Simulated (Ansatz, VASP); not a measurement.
SrLuS2 in VASP and in Ansatz

INCAR

```
  PREC = Accurate
  ENCUT = 520
  EDIFF = 1E-6
  ISMEAR = -1
  SIGMA = 0.1
  LREAL = False
  LASPH = True
  NELM = 100
  ALGO = Normal
  ISIF = 2
  LWAVE = False
  LCHARG = False
  GGA = PE
  NBANDS = 32
```

Contents of KPOINTS:

```
Automatic mesh
0
Gamma
  6 6 6
```

Contents of POSCAR:

```
SrLuS2
1.0
    3.8390080000      0.0000000000      0.0000000000
   -1.9195040000      3.3246840000      0.0000000000
   -1.9195040000      1.1082280000      7.0872720000
Lu Sr S
1 1 2
Direct
    0.5000000000      0.5000000000      0.5000000000
    0.0000000000      0.0000000000      0.0000000000
    0.2336900000      0.7663100000      0.7010700000
    0.7663100000      0.2336900000      0.2989300000
```

Input for Ansatz:

```yaml
crystal:
  lattice:
    - [3.839008, 0.0, 0.0]
    - [-1.919504, 3.324684, 0.0]
    - [-1.919504, 1.108228, 7.087272]
  atoms:
    - { symbol: Lu, position: [0.5, 0.5, 0.5] }
    - { symbol: Sr, position: [0.0, 0.0, 0.0] }
    - { symbol: S, position: [0.23369, 0.76631, 0.70107] }
    - { symbol: S, position: [0.76631, 0.23369, 0.29893] }
  symmetry: { tolerance: 0.0003 }
kpoints:
  mp_grid: { grid: [6, 6, 6], shift: [0, 0, 0] }
magnetization:
  spin_polarized: false
scf:
  occupations: { method: fermi_dirac }
hamiltonian:
  pseudopotentials: { kind: paw }
  xc: pbe
basis:
  ecutwfc: "600 eV"
output:
  forces: true
  stress: true
  eigenvalues: true
  write_density: true
  write_potential: true
  elf: true
  volumetric_format: npy
```

Alike in both runs: task single point; functional PBE; k mesh 6 × 6 × 6; no spin polarisation.

|  | VASP | Ansatz |
| --- | --- | --- |
| version | VASP 6.6.1 | Ansatz 0.2.0 |
| potentials or method | VASP PAW PBE potentials, release 64 (Lu, Sr_sv, S), cutoff 520 eV | PAW plane waves |
| occupations | fermi-dirac, width 0.1 eV | fermi-dirac |
| valence electrons in the cell | 47 | 47 |

|  | VASP | Ansatz | Ansatz less VASP |
| --- | --- | --- | --- |
| gap on the k mesh at the Fermi level (eV) | none | none | - |
| pressure (GPa) | 3.6 | 3.4 | -0.28 |
| traceless stress, the component that is largest in VASP (GPa) | -3.39 | -3.39 | -0.004 |
| rms of the force components (eV/Å) | 0.534 | 0.527 | -0.0073 |

Atom by atom the forces differ by 0.007 eV/Å (rms over components). A gap of «none» marks a metal or a gap that the smearing closes. Ansatz's warnings: structure snapped to symmetry.

Spin-orbit coupling is off throughout.
